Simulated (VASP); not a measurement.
# AlN (I-4m2) in VASP: G0W0 quasiparticle levels with PBE

Aim: the G0W0 quasiparticle levels of AlN with PBE.

Everything below comes from runs of VASP 6.6.1. Logs are shortened: lines on timing, memory, paths and dates and some standing lists are left out, and cuts for length are marked.

## 1. The cell of the first run

It takes space group I-4m2 (No. 119, tetragonal). Conventional cell: a = 3.152 Å, b = 3.152 Å, c = 4.273 Å, α = 90.00°, β = 90.00°, γ = 90.00°. Within 2.5 Å of Al (site symmetry -4m2) lie 4 N at 1.90 Å. N (site symmetry -4m2) has 4 Al at 1.90 Å within 2.5 Å.

## 2. G0W0 quasiparticle levels, PBE

POSCAR

```
AlN
1.0
    0.0000000000      2.2285739407      2.1366451309
    2.2285739407      0.0000000000      2.1366451309
    2.2285739407      2.2285739407      0.0000000000
Al N
1 1
Direct
    0.0000000000      0.0000000000      0.0000000000
    0.2500000000      0.2500000000      0.2500000000
```

INCAR.step1

```
SYSTEM = AlN
PREC = Accurate ; ENCUT = 500
EDIFF = 1E-8 ; ISMEAR = 0
SIGMA = 0.01 ; LREAL = .FALSE.
LASPH = .TRUE. ; NELM = 100
ALGO = Normal ; LWAVE = .TRUE.
LCHARG = .FALSE. ; GGA = PE
```

INCAR.step2

```
SYSTEM = AlN
PREC = Accurate ; ENCUT = 500
EDIFF = 1E-8 ; ISMEAR = 0
SIGMA = 0.01 ; LREAL = .FALSE.
LASPH = .TRUE. ; NELM = 1
ALGO = Exact ; LWAVE = .TRUE.
LCHARG = .FALSE. ; GGA = PE
NBANDS = 92 ; LOPTICS = .TRUE.
ISTART = 1
```

INCAR.step3

```
SYSTEM = AlN
PREC = Accurate ; ENCUT = 500
EDIFF = 1E-8 ; ISMEAR = 0
SIGMA = 0.01 ; LREAL = .FALSE.
LASPH = .TRUE. ; ALGO = EVGW0
LWAVE = .FALSE. ; LCHARG = .FALSE.
GGA = PE ; NELMGW = 1
NBANDS = 92 ; ENCUTGW = 150.0
NOMEGA = 96 ; PRECFOCK = Fast
ISTART = 1 ; NBANDSGW = 12
OMEGAMAX = 20
```

KPOINTS

```
regular mesh
0
G
  6 6 6
  0 0 0
```

Potentials or basis: VASP PAW PBE potentials, release 64 (Al_GW, N_GW).

Run with:

```
$ cat potpaw_PBE.64/Al_GW/POTCAR potpaw_PBE.64/N_GW/POTCAR > POTCAR
$ cp INCAR.step1 INCAR
$ mpirun -np 1 vasp_std > vasp.out
$ cp INCAR.step2 INCAR
$ mpirun -np 1 vasp_std > vasp.out
$ cp INCAR.step3 INCAR
$ mpirun -np 1 vasp_std > vasp.out
```

OUTCAR:

```text
SYSTEM = AlN
   PREC = Accurate
   ENCUT = 500
   EDIFF = 1E-8
   ISMEAR = 0
   LREAL = .FALSE.
   LASPH = .TRUE.
   GGA = PE
   NELMGW = 1
   ENCUTGW = 150.0
   PRECFOCK = Fast
   ISTART = 1

 ion  position               nearest neighbor table
   1  0.000  0.000  0.000-   2 1.90   2 1.90   2 1.90   2 1.90
   2  0.250  0.250  0.250-   1 1.90   1 1.90   1 1.90   1 1.90

  LATTYP: Found a body centered tetragonal cell.
 ALAT       =     3.1516794917
 C/A-ratio  =     1.3558771674

  Lattice vectors:

 A1 = (   0.0000000000,  -2.2285739407,  -2.1366451309)
 A2 = (   0.0000000000,   2.2285739407,  -2.1366451309)
 A3 = (   2.2285739407,   0.0000000000,   2.1366451309)

Analysis of symmetry for initial positions (statically):
=====================================================================
 Subroutine PRICEL returns:
 Original cell was already a primitive cell.

 Routine SETGRP: Setting up the symmetry group for a
 body centered tetragonal supercell.

 Subroutine GETGRP returns: Found  8 space group operations
 (whereof  8 operations were pure point group operations)
 out of a pool of 16 trial point group operations.

The static configuration has the point symmetry D_2d.

Analysis of symmetry for dynamics (positions and initial velocities):
=====================================================================
 Subroutine PRICEL returns:
 Original cell was already a primitive cell.

 Routine SETGRP: Setting up the symmetry group for a
 body centered tetragonal supercell.

 Subroutine GETGRP returns: Found  8 space group operations
 (whereof  8 operations were pure point group operations)
 out of a pool of 16 trial point group operations.

The dynamic configuration has the point symmetry D_2d.

 Subroutine INISYM returns: Found  8 space group operations
 (whereof  8 operations are pure point group operations),
 and found     1 'primitive' translations
[... 90 lines left out ...]
   LNONCOLLINEAR =      F non collinear calculations
   LSORBIT =      F    spin-orbit coupling
   LASPH  =      T    aspherical Exc in radial PAW
   ENCUT  =  500.0 eV  36.75 Ry    6.06 a.u.   5.63  5.63  5.75*2*pi/ulx,y,z
   NELM   =     60;   NELMIN=  2; NELMDL=  0     # of ELM steps
   EDIFF  = 0.1E-07   stopping-criterion for ELM
   LREAL  =      F    real-space projection
   EDIFFG = 0.1E-06   stopping-criterion for IOM
   NSW    =      0    number of steps for IOM
   IBRION =     -1    ionic relax: 0-MD 1-quasi-New 2-CG
   NFREE  =      0    steps in history (QN), initial steepest desc. (CG)
   ISIF   =      0    stress and relaxation
   ISYM   =      3    0-nonsym 1-usesym 2-fastsym
   POTIM  = 0.5000    time-step for ionic-motion
   TEBEG  =    0.0;   TEEND  =   0.0 temperature during run
   PSTRESS=    0.0 pullay stress
   NELECT =       8.0000    total number of electrons
   NUPDOWN=      -1.0000    fix difference up-down
   EMIN   =  10.00;   EMAX   =-10.00  energy-range for DOS
   EFERMI =   0.00;   METHOD = LEGACY
   ISMEAR =     0;   SIGMA  =   0.01  broadening in eV -4-tet -1-fermi 0-gaus
   EFERMI_NEDOS =   21; number of points for ismear=-14 and -15
   IALGO  =     38    algorithm
   IMIX   =      4    mixing-type and parameters
     AMIX     =   0.40;   BMIX     =  1.00
     AMIX_MAG =   1.60;   BMIX_MAG =  1.00
  volume/ion in A,a.u.               =      10.61        71.61
  Fermi-wavevector in a.u.,A,eV,Ry     =   1.182586  2.234763 19.027873  1.398509
  Thomas-Fermi vector in A             =   2.318837
   LORBIT       =      0    0 simple, 1 ext, 2 COOP (PROOUT), +10 PAW based schemes
   GGA     = PE    functional components
   LHFCALC =     T    Hartree Fock is set to
   PRECFOCK=fast      Normal, Fast or Accurate (Low or Medium for compatibility)
   ENCUT4O =  -1.0   cutoff for four orbital integrals eV
   NKREDX  =     1    reduce k-point grid by
   NKREDY  =     1    reduce k-point grid by
   NKREDZ  =     1    reduce k-point grid by
   AEXX    =    1.0000 exact exchange contribution
   HFSCREEN=    0.0000 screening length (either q_TF or 0.3 A-1)
   HFSCREENC=   0.0000 screening length for correlation (either q_TF or 0.3 A-1)
   ENCUTFOCK=  -1.0 apply spherical cutoff to Coloumb kernel
   IVDW    =     0    specifies the selected vdW correction
   LEPSILON=     F    determine dielectric tensor
   LRPA    =     F    only Hartree local field effects (RPA)
   LRPAFORCE           =     F    calculate RPA forces
   ENCUTGW             = 150.0    cutoff for response function in eV
   ENCUTGWSOFT         = 120.0    soft cutoff for Coulomb kernel in GW response function in eV
   ENCUTLF             =  -1.0    cutoff for local field effects
   NELMGW              =     1    number of iterations in solving QP/BSE equation
   NELMHF              =     1    number of iterations in the inner HF iteration
   NKREDLFX            =     1    NKREDLFY  =   1   NKREDLFZ  =   1
 non-spin polarized calculation
 Gauss-broadening in eV      SIGMA  =   0.01
  energy-cutoff  :      500.00
  volume of cell :       21.22
 maximum number of plane-waves:       550
 NGX is ok and might be reduce to    24
  NGX = 14; NGY = 14; NGZ = 14
   NGX = 11   NGY = 11   NGZ = 11
 maximum number of plane-waves:        94
 NGX is ok and might be reduce to    14

 QP shifts <psi_nk| G(iteration)W_0 |psi_nk>: iteration 1
 for sc-GW calculations column KS-energies equals QP-energies in previous step
 and V_xc(KS)=  KS-energies - (<T + V_ion + V_H > + <T+V_H+V_ion>^1  + <V_x>^1)

 k-point   1 :       0.0000    0.0000    0.0000
  band No.  KS-energies  QP-energies   sigma(KS)   V_xc(KS)     V^pw_x(r,r')   Z            occupation Imag(sigma)

      1     -10.0816     -11.5353     -16.7771     -14.7750     -24.7159       0.7261       2.0000       1.1901
      2       4.7481       3.8956     -17.8067     -16.7074     -20.6943       0.7755       2.0000       0.0350
      3       4.7481       3.8956     -17.8067     -16.7074     -20.6943       0.7755       2.0000       0.0350
      4       4.9090       4.0707     -17.7999     -16.7164     -20.6881       0.7738       2.0000       0.0355
      5       8.8209       9.5341     -11.5628     -12.4442      -7.8569       0.8092       0.0000      -0.0486
      6      17.1362      18.0677      -9.0001     -10.1676      -3.9613       0.7979       0.0000      -0.0921
      7      17.1884      18.1246      -9.0627     -10.2338      -4.0262       0.7995       0.0000      -0.0914
      8      17.1884      18.1246      -9.0627     -10.2338      -4.0262       0.7995       0.0000      -0.0914
      9      21.6619      22.5871      -9.1957     -10.3715      -3.7377       0.7869       0.0000      -0.2155
     10      22.8453      23.7584      -9.1085     -10.2604      -3.4989       0.7927       0.0000      -0.2808
     11      23.1954      23.6384      -8.9045      -9.4757      -2.5533       0.7755       0.0000      -0.6060
     12      23.1954      23.6384      -8.9045      -9.4757      -2.5533       0.7755       0.0000      -0.6060
[... 356 lines left out ...]
      1      -7.7028      -9.0325     -18.3573     -16.5297     -25.9430       0.7276       2.0000       0.8818
      2       0.2101      -0.9862     -15.1281     -13.4893     -18.9486       0.7300       2.0000       0.0936
      3       2.3352       1.2130     -15.8126     -14.3381     -19.0403       0.7611       2.0000       0.0537
      4       3.4270       2.3985     -16.8541     -15.5115     -19.9944       0.7661       2.0000       0.0439
      5       9.5306      10.0838      -9.4565     -10.1351      -5.5247       0.8152       0.0000      -0.0524
      6      14.4877      15.3480      -9.6597     -10.7212      -5.1170       0.8104       0.0000      -0.0640
      7      17.1840      18.3866     -12.2845     -13.8653      -6.6937       0.7608       0.0000      -0.1488
      8      19.0861      20.0239     -10.3038     -11.5256      -4.3665       0.7675       0.0000      -0.2450
      9      20.2606      21.2250     -10.5715     -11.8485      -4.3601       0.7552       0.0000      -0.3018
     10      26.1444      26.9843      -9.2627     -10.3479      -2.7674       0.7740       0.0000      -0.5752
     11      28.2551      29.4017     -10.6641     -12.1362      -3.8857       0.7788       0.0000      -0.8687
     12      30.2345      31.4220     -10.0950     -11.5982      -3.6150       0.7900       0.0000      -0.8676

 [... further k-points ...]
```

OUTCAR.step2:

```text
SYSTEM = AlN
   PREC = Accurate
   ENCUT = 500
   EDIFF = 1E-8
[... 1015 lines left out ...]
  --------------------------------------------------------------------------------------------------------------
     0.00000     4.85459     4.85459     4.90457    -0.00000    -0.00000     0.00000
     1.85742     5.08929     5.08929     5.16165    -0.00000    -0.00000     0.00000
     3.71483     6.44532     6.44532     7.02787    -0.00000    -0.00000     0.00000
     5.57225     8.62095     8.62095     8.47595    -0.00000    -0.00000     0.00000
     7.42967     3.21032     3.21032    -0.42911    -0.00000    -0.00000     0.00000
     9.28708    -0.72433    -0.72433    -0.99701    -0.00000     0.00000    -0.00000
[... 92 lines left out ...]
   182.02681     0.98393     0.98393     0.98395     0.00000     0.00000     0.00000
   183.88422     0.98428     0.98428     0.98430     0.00000     0.00000     0.00000
```

Run time: 3.1 min. Hardware: 1 thread of Intel Xeon 6975P-C (Granite Rapids), shared host; peak memory 0.46 GiB.

What came out:

```yaml
Quasiparticle_gap: 4.36 eV
Least_direct_quasiparticle_gap: 5.46 eV
Band_gap_of_the_starting_levels_on_the_mesh: 3.09 eV
Least_direct_gap_of_the_starting_levels_on_the_mesh: 3.91 eV
```

Caveat: the k points lie up to 0.41 Å⁻¹ apart; bands, screening cutoff and mesh are small and nothing is extrapolated, so the quasiparticle values aren't converged; the structure was generated, so it needn't be the stable form of AlN.
